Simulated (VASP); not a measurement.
# SnGe15 (P1) in VASP: notebook

SnGe15 is run at these levels: PBEsol; tasks: single point.

All numbers are computed with VASP 6.6.1; they aren't measurements. Logs are shortened: lines on timing, memory, paths and dates and some standing lists are left out, and cuts for length are marked.

## 1. The cell of the first run

The typed cell holds 16 atoms: a = 8.112 Å, b = 8.112 Å, c = 8.112 Å, α = 60.00°, β = 60.00°, γ = 60.00°.

## 2. Single point, PBEsol, collinear spin

INCAR

```
SYSTEM = SnGe15
  ALGO = Normal
  EDIFF = 1E-6
  ENCUT = 500
  GGA = PS
  GGA_COMPAT = .False.
  ISIF = 2
  ISMEAR = -1
  ISPIN = 2
  LASPH = .True.
  LCHARG = .False.
  LORBIT = 11
  LREAL = .False.
  LWAVE = .False.
  MAGMOM = 0.5 0.5 0.5 0.5 0.5 0.5 0.5 0.5 0.5 0.5 0.5 0.5 0.5 0.5 0.5 0.5
  NBANDS = 130
  NELM = 200
  PREC = Accurate
  SIGMA = 0.05
```

KPOINTS

```
Automatic mesh
0
Gamma
  1 1 1
  0.5 0.5 0.5
```

POSCAR

```
SnGe15
1.0
    0.0000000000      5.7360660000      5.7360660000
    5.7360660000      0.0000000000      5.7360660000
    5.7360660000      5.7360660000      0.0000000000
Ge Sn
15 1
Direct
    0.9972840000      0.0023180000      0.9991430000
    0.4969240000      0.4998340000      0.4978340000
    0.6223270000      0.6306120000      0.6223660000
    0.0003500000      0.9985730000      0.5048540000
    0.4992210000      0.5009880000      0.0024860000
    0.1243340000      0.1204900000      0.6275030000
    0.6239370000      0.6263530000      0.1220440000
    0.9949900000      0.5050930000      0.9985730000
    0.5009200000      0.9997330000      0.4954430000
    0.1288770000      0.6212180000      0.1237760000
    0.6300230000      0.1290820000      0.6230710000
    0.5010050000      0.0013640000      0.9952080000
    0.0022460000      0.4975110000      0.5015520000
    0.6256490000      0.1239620000      0.1249690000
    0.1238700000      0.6234750000      0.6281330000
    0.1289670000      0.1253500000      0.1196190000
```

Potentials or basis: VASP PAW PBE potentials, release 64 (Ge_d, Sn_d).

Run with:

```console
> cat potpaw_PBE.64/Ge_d/POTCAR potpaw_PBE.64/Sn_d/POTCAR > POTCAR
> mpirun -np 1 vasp_std > vasp.out
```

OUTCAR:

```text
SYSTEM = SnGe15
   EDIFF = 1E-6
   ENCUT = 500
   GGA = PS
   ISIF = 2
   ISMEAR = -1
   ISPIN = 2
   LASPH = .True.
   LORBIT = 11
   LREAL = .False.
   NELM = 200
   PREC = Accurate

 ion  position               nearest neighbor table
   1  0.997  0.002  0.999-  14 2.46   6 2.46  16 2.49  10 2.52
   2  0.497  0.500  0.498-  11 2.46  15 2.47   7 2.49   3 2.52
   3  0.622  0.631  0.622-   9 2.45  13 2.52   5 2.52   2 2.52
   4  0.000  0.999  0.505-   6 2.44  11 2.45  15 2.48  16 2.55
   5  0.499  0.501  0.002-   7 2.45  10 2.45  14 2.50   3 2.52
   6  0.124  0.120  0.628-   4 2.44   1 2.46   9 2.49  13 2.50
[... 8 lines left out ...]
  15  0.124  0.623  0.628-   8 2.45   2 2.47  13 2.48   4 2.48
  16  0.129  0.125  0.120-  12 2.46   1 2.49   8 2.52   4 2.55

  LATTYP: Found a face centered cubic cell.
 ALAT       =    11.4721320000

  Lattice vectors:

 A1 = (   0.0000000000,   5.7360660000,   5.7360660000)
 A2 = (   5.7360660000,   0.0000000000,   5.7360660000)
 A3 = (   5.7360660000,   5.7360660000,   0.0000000000)

Analysis of symmetry for initial positions (statically):
=====================================================================
 Subroutine PRICEL returns:
 Original cell was already a primitive cell.

 Routine SETGRP: Setting up the symmetry group for a
 face centered cubic supercell.

 Subroutine GETGRP returns: Found  1 space group operations
 (whereof  1 operations were pure point group operations)
 out of a pool of 48 trial point group operations.

The static configuration has the point symmetry C_1 .

Analysis of symmetry for dynamics (positions and initial velocities):
=====================================================================
 Subroutine PRICEL returns:
 Original cell was already a primitive cell.

 Routine SETGRP: Setting up the symmetry group for a
 face centered cubic supercell.

 Subroutine GETGRP returns: Found  1 space group operations
 (whereof  1 operations were pure point group operations)
 out of a pool of 48 trial point group operations.

The dynamic configuration has the point symmetry C_1 .

Analysis of structural, dynamic, and magnetic symmetry:
=====================================================================
 Subroutine PRICEL returns:
 Original cell was already a primitive cell.

 Routine SETGRP: Setting up the symmetry group for a
 face centered cubic supercell.

 Subroutine GETGRP returns: Found  1 space group operations
 (whereof  1 operations were pure point group operations)
 out of a pool of 48 trial point group operations.

The overall configuration has the point symmetry C_1 .

 Subroutine INISYM returns: Found  1 space group operations
 (whereof  1 operations are pure point group operations),
 and found     1 'primitive' translations

----------------------------------------------------------------------------------------

                                     Primitive cell

  volume of cell :     377.4613

  direct lattice vectors                    reciprocal lattice vectors
     0.000000000  5.736066000  5.736066000    -0.087167756  0.087167756  0.087167756
     5.736066000  0.000000000  5.736066000     0.087167756 -0.087167756  0.087167756
     5.736066000  5.736066000  0.000000000     0.087167756  0.087167756 -0.087167756

  length of vectors
     8.112022332  8.112022332  8.112022332     0.150978982  0.150978982  0.150978982

  position of ions in fractional coordinates (direct lattice)
     0.997284000  0.002318000  0.999143000
     0.496924000  0.499834000  0.497834000
     0.622327000  0.630612000  0.622366000
     0.000350000  0.998573000  0.504854000
     0.499221000  0.500988000  0.002486000
     0.124334000  0.120490000  0.627503000
[... 8 lines left out ...]
     0.123870000  0.623475000  0.628133000
     0.128967000  0.125350000  0.119619000

  ion indices of the primitive-cell ions
   primitive index   ion index
                 1           1
                 2           2
                 3           3
                 4           4
                 5           5
                 6           6
[... 8 lines left out ...]
                15          15
                16          16

----------------------------------------------------------------------------------------

 KPOINTS: Automatic mesh

Automatic generation of k-mesh.
 Grid dimensions read from file:
 generate k-points for:    1    1    1

 Generating k-lattice:

  Cartesian coordinates                     Fractional coordinates (reciprocal lattice)
    -0.087167756  0.087167756  0.087167756     1.000000000  0.000000000  0.000000000
     0.087167756 -0.087167756  0.087167756     0.000000000  1.000000000  0.000000000
     0.087167756  0.087167756 -0.087167756     0.000000000  0.000000000  1.000000000

  Length of vectors
     0.150978982  0.150978982  0.150978982

  Shift w.r.t. Gamma in fractional coordinates (k-lattice)
     0.500000000  0.500000000  0.500000000

 Subroutine IBZKPT returns following result:
 ===========================================

 Found      4 irreducible k-points:

 Following reciprocal coordinates:
            Coordinates               Weight
  0.500000  0.500000  0.500000      1.000000
  0.500000  0.000000  0.000000      1.000000
  0.000000  0.000000  0.500000      1.000000
  0.000000  0.500000  0.000000      1.000000
   k-points           NKPTS =      4   k-points in BZ     NKDIM =      4   number of bands    NBANDS=    130
   number of dos      NEDOS =    301   number of ions     NIONS =     16
   total plane-waves  NPLWV = 216000
   dimension x,y,z NGX =    60 NGY =   60 NGZ =   60
   dimension x,y,z NGXF=   120 NGYF=  120 NGZF=  120
   ions per type =              15   1
   NGX,Y,Z   is equivalent  to a cutoff of  12.30, 12.30, 12.30 a.u.
   NGXF,Y,Z  is equivalent  to a cutoff of  24.59, 24.59, 24.59 a.u.
 SYSTEM =  SnGe15
   PREC   = accura    normal or accurate (medium, high low for compatibility)
   ISTART =      0    job   : 0-new  1-cont  2-samecut
   ICHARG =      2    charge: 1-file 2-atom 10-const
   ISPIN  =      2    spin polarized calculation?
   LNONCOLLINEAR =      F non collinear calculations
   LSORBIT =      F    spin-orbit coupling
   LASPH  =      T    aspherical Exc in radial PAW
   ENCUT  =  500.0 eV  36.75 Ry    6.06 a.u.  14.79 14.79 14.79*2*pi/ulx,y,z
   NELM   =    200;   NELMIN=  2; NELMDL= -5     # of ELM steps
   EDIFF  = 0.1E-05   stopping-criterion for ELM
   LREAL  =      F    real-space projection
   EDIFFG = 0.1E-04   stopping-criterion for IOM
   NSW    =      0    number of steps for IOM
   IBRION =     -1    ionic relax: 0-MD 1-quasi-New 2-CG
   NFREE  =      0    steps in history (QN), initial steepest desc. (CG)
   ISIF   =      2    stress and relaxation
   ISYM   =      2    0-nonsym 1-usesym 2-fastsym
   POTIM  = 0.5000    time-step for ionic-motion
   TEBEG  =    0.0;   TEEND  =   0.0 temperature during run
   PSTRESS=    0.0 pullay stress
   NELECT =     224.0000    total number of electrons
   NUPDOWN=      -1.0000    fix difference up-down
   EMIN   =  10.00;   EMAX   =-10.00  energy-range for DOS
   EFERMI =   0.00;   METHOD = LEGACY
   ISMEAR =    -1;   SIGMA  =   0.05  broadening in eV -4-tet -1-fermi 0-gaus
   EFERMI_NEDOS =   21; number of points for ismear=-14 and -15
   IALGO  =     38    algorithm
   IMIX   =      4    mixing-type and parameters
     AMIX     =   0.40;   BMIX     =  1.00
     AMIX_MAG =   1.60;   BMIX_MAG =  1.00
  volume/ion in A,a.u.               =      23.59       159.20
  Fermi-wavevector in a.u.,A,eV,Ry     =   1.375730  2.599754 25.750854  1.892634
  Thomas-Fermi vector in A             =   2.501040
   LORBIT       =     11    0 simple, 1 ext, 2 COOP (PROOUT), +10 PAW based schemes
   GGA     = PS    functional components
   LHFCALC =     F    Hartree Fock is set to
   AEXX    =    0.0000 exact exchange contribution
   IVDW    =     0    specifies the selected vdW correction
   LEPSILON=     F    determine dielectric tensor
   LRPA    =     F    only Hartree local field effects (RPA)
 spin polarized calculation
  energy-cutoff  :      500.00
  volume of cell :      377.46
 maximum number of plane-waves:      9588
 NGX is ok and might be reduce to    60
   NGX = 29   NGY = 29   NGZ = 29

 number of electron     224.0000012 magnetization       0.0001569

 number of electron     224.0000012 magnetization      -0.0001101

 Free energy of the ion-electron system (eV)
  ---------------------------------------------------
  ext. energy  EPLUGINS =         0.00000000
  ---------------------------------------------------
  free energy    TOTEN  =       -75.82792425 eV

  energy without entropy =      -75.82790059  energy(sigma->0) =      -75.82791242

 E-fermi :   4.7055     XC(G=0):  -9.9636

 val. band max:        4.1358284729   @ k =   0.5000   0.0000   0.0000
 cond. band min:       5.2722652201   @ k =   0.0000   0.5000   0.0000
 fundamental gap:      1.1364367472
 Fermi energy:         4.7055444185

 spin component 1

 k-point     1 :       0.5000    0.5000    0.5000
  band No.  band energies     occupation
      1     -19.9490      1.00000
      2     -19.9328      1.00000
      3     -19.9303      1.00000
      4     -19.9192      1.00000
      5     -19.9146      1.00000
      6     -19.9115      1.00000
[... 116 lines left out ...]
    123       8.3977      0.00000
    124       8.4622      0.00000

 k-point     2 :       0.5000    0.0000    0.0000
  band No.  band energies     occupation
      1     -19.9454      1.00000
      2     -19.9391      1.00000
      3     -19.9295      1.00000
      4     -19.9239      1.00000
      5     -19.9134      1.00000
      6     -19.9113      1.00000
[... 370 lines left out ...]
    123       8.4003      0.00000
    124       8.4899      0.00000
 Fermi energy:         4.7055444185

 spin component 2

 k-point     1 :       0.5000    0.5000    0.5000
  band No.  band energies     occupation
      1     -19.9490      1.00000
      2     -19.9328      1.00000
      3     -19.9303      1.00000
      4     -19.9192      1.00000
      5     -19.9146      1.00000
      6     -19.9115      1.00000
[... 116 lines left out ...]
    123       8.3977      0.00000
    124       8.4622      0.00000

 k-point     2 :       0.5000    0.0000    0.0000
  band No.  band energies     occupation
      1     -19.9454      1.00000
      2     -19.9391      1.00000
      3     -19.9295      1.00000
      4     -19.9239      1.00000
      5     -19.9134      1.00000
      6     -19.9113      1.00000
[... 370 lines left out ...]
    123       8.4003      0.00000
    124       8.4898      0.00000
 [bands above 124 left out]

------------------------ aborting loop because EDIFF is reached ----------------------------------------

  FORCE on cell =-STRESS in cart. coord.  units (eV):
  Direction    XX          YY          ZZ          XY          YZ          ZX
  --------------------------------------------------------------------------------------
  -------------------------------------------------------------------------------------
  Total        0.2052784      0.2526555      0.2085996     -0.5205857      0.7516739     -0.3834473
  in kB        0.8713274      1.0724252      0.8854248     -2.2096853      3.1905655     -1.6275857
  external PRESSURE =       0.9430591 kB  Pullay stress =       0.0000000 kB

 VOLUME and BASIS-vectors are now :
 -----------------------------------------------------------------------------
  energy-cutoff  :      500.00
  volume of cell :      377.46
      direct lattice vectors                 reciprocal lattice vectors
     0.000000000  5.736066000  5.736066000    -0.087167756  0.087167756  0.087167756
     5.736066000  0.000000000  5.736066000     0.087167756 -0.087167756  0.087167756
     5.736066000  5.736066000  0.000000000     0.087167756  0.087167756 -0.087167756

 POSITION                                       TOTAL-FORCE (eV/Angst)
 -----------------------------------------------------------------------------------
      5.74445     11.45164      5.73378        -0.965707     -0.408104     -0.906034
      5.72269      5.70600      5.71747         0.259056      0.178030      0.374612
      7.18716      7.13964      7.18694        -0.329964      0.294744     -0.265501
      8.62376      2.89788      5.72989         0.134832      0.336459     -0.417723
      2.88796      2.87782      5.73726        -0.467491     -0.201719      0.061526
      4.29054      4.31259      1.40433         0.133983      0.034040      0.278773
[... 8 lines left out ...]
      7.17931      4.31354      4.28682         0.028308     -0.195584      0.057788
      1.40516      1.42591      1.45878         0.673173      0.019638     -0.336911
 -----------------------------------------------------------------------------------
    total drift:                               -0.000530      0.000495     -0.000358

  FREE ENERGIE OF THE ION-ELECTRON SYSTEM (eV)
  ---------------------------------------------------
  free  energy   TOTEN  =       -75.8279242533 eV

  energy  without entropy=      -75.8279005927  energy(sigma->0) =      -75.82791242

 total charge

# of ion       s       p       d       tot
------------------------------------------
    1        1.110   1.298  10.019  12.427
    2        1.111   1.245  10.018  12.373
    3        1.112   1.231  10.015  12.359
    4        1.109   1.295  10.019  12.424
    5        1.111   1.251  10.019  12.381
    6        1.110   1.255  10.021  12.385
[... 8 lines left out ...]
   15        1.109   1.256  10.021  12.386
   16        1.116   1.459  10.019  12.594
--------------------------------------------------
tot         17.768  20.363 160.303 198.434

 magnetization (x)

# of ion       s       p       d       tot
------------------------------------------
    1       -0.000  -0.000   0.000  -0.000
    2       -0.000  -0.000   0.000  -0.000
    3       -0.000  -0.000   0.000  -0.000
    4       -0.000  -0.000   0.000  -0.000
    5       -0.000  -0.000   0.000  -0.000
    6       -0.000  -0.000   0.000  -0.000
[... 8 lines left out ...]
   15       -0.000  -0.000   0.000  -0.000
   16       -0.000   0.000  -0.000  -0.000
--------------------------------------------------
tot         -0.000  -0.000   0.000  -0.000
```

It took 9.5 min on 1 thread of Intel Xeon Platinum 8488C (Sapphire Rapids), shared host; peak memory 0.77 GiB.

What came out:

```
Free energy                                           : -75.8279 eV
Pressure                                              : 0.1 GPa
Largest force                                         : 1.557 eV/Å
Band gap on the k mesh                                : 1.14 eV (least direct gap 1.16 eV)
Net moment                                            : 0.00 μB per cell
Valence electrons inside the program's atomic spheres : Ge 12.43, 12.37, 12.36, 12.42, 12.38, 12.39 (each value once); Sn 12.59
```

Forces in eV/Å, atoms in the order of the input:
```
Ge  -0.966 -0.408 -0.906
Ge   0.259  0.178  0.375
Ge  -0.330  0.295 -0.266
Ge   0.135  0.336 -0.418
Ge  -0.467 -0.202  0.062
Ge   0.134  0.034  0.279
Ge   0.258  0.039  0.083
Ge   0.521 -0.266  0.608
Ge   0.517  0.242  0.181
Ge   0.439 -0.293 -0.057
Ge  -0.325 -0.252 -0.470
Ge  -0.754  1.004  0.920
Ge  -0.009 -0.248 -0.143
Ge  -0.114 -0.282  0.033
Ge   0.028 -0.196  0.058
Sn   0.673  0.020 -0.337
```

Stress tensor (GPa, compression positive):
```
 0.09 -0.22 -0.16
-0.22  0.11  0.32
-0.16  0.32  0.09
```

Caveat: the k points lie up to 0.95 Å⁻¹ apart; the PAW data sets were made with another functional, which shifts forces and pressure a little; spin-orbit coupling is left out, which moves the levels of the heavy elements; a shifted mesh leaves out Γ, where band edges can lie. A k mesh can miss the band edges.

## 3. Single point, PBEsol

INCAR

```
  ALGO = Normal
  EDIFF = 1E-6
  ENCUT = 550
  GGA = PS
  GGA_COMPAT = False
  ISIF = 2
  ISMEAR = -1
  ISYM = -1
  LASPH = True
  LCHARG = False
  LREAL = Auto
  LWAVE = False
  NBANDS = 126
  NELM = 120
  PREC = Accurate
  SIGMA = 0.05
```

KPOINTS

```
explicit points
1
Reciprocal
  0.25000000   0.25000000   0.25000000 1
```

POSCAR is that of step 2.

Potentials or basis: VASP PAW PBE potentials, release 64 (Ge_d, Sn_d).

Run with:

```console
> cat potpaw_PBE.64/Ge_d/POTCAR potpaw_PBE.64/Sn_d/POTCAR > POTCAR
> mpirun -np 1 vasp_std > vasp.out
```

It took 2 min on 1 thread of Intel Xeon Platinum 8559C (Emerald Rapids), shared host; peak memory 0.57 GiB.

Results (log left out):

* Free energy: -68.0443 eV
* Pressure: 3.9 GPa
* Largest force: 1.626 eV/Å

Forces on the atoms (eV/Å):
```
Ge  -0.798 -0.288 -0.819
Ge   0.205  0.242  0.323
Ge  -0.341  0.266 -0.222
Ge   0.228  0.434 -0.343
Ge  -0.377 -0.175  0.080
Ge   0.021 -0.055  0.264
Ge   0.208 -0.008  0.024
Ge   0.589 -0.323  0.656
Ge   0.471  0.176  0.074
Ge   0.347 -0.264 -0.112
Ge  -0.200 -0.236 -0.428
Ge  -0.803  0.986  1.014
Ge   0.019 -0.224 -0.092
Ge  -0.126 -0.275  0.014
Ge   0.008 -0.208  0.021
Sn   0.549 -0.049 -0.452
```

Stress tensor (GPa, compression positive):
```
 3.95 -3.92 -3.87
-3.92  3.87 -3.29
-3.87 -3.29  3.85
```

Levels at points of the mesh, in eV from the Fermi level:
| k point | band 109 | band 110 | band 111 | band 112 | band 113 | band 114 | band 115 | band 116 |
| --- | --- | --- | --- | --- | --- | --- | --- | --- |
| (0.25, 0.25, 0.25) | -1.13 | -1.07 | -0.23 | -0.16 | 0.15 | 0.78 | 0.84 | 0.87 |

Caveat: the cell stands under pressure; the PAW data sets were made with another functional, which shifts forces and pressure a little; spin-orbit coupling is left out, which moves the levels of the heavy elements.
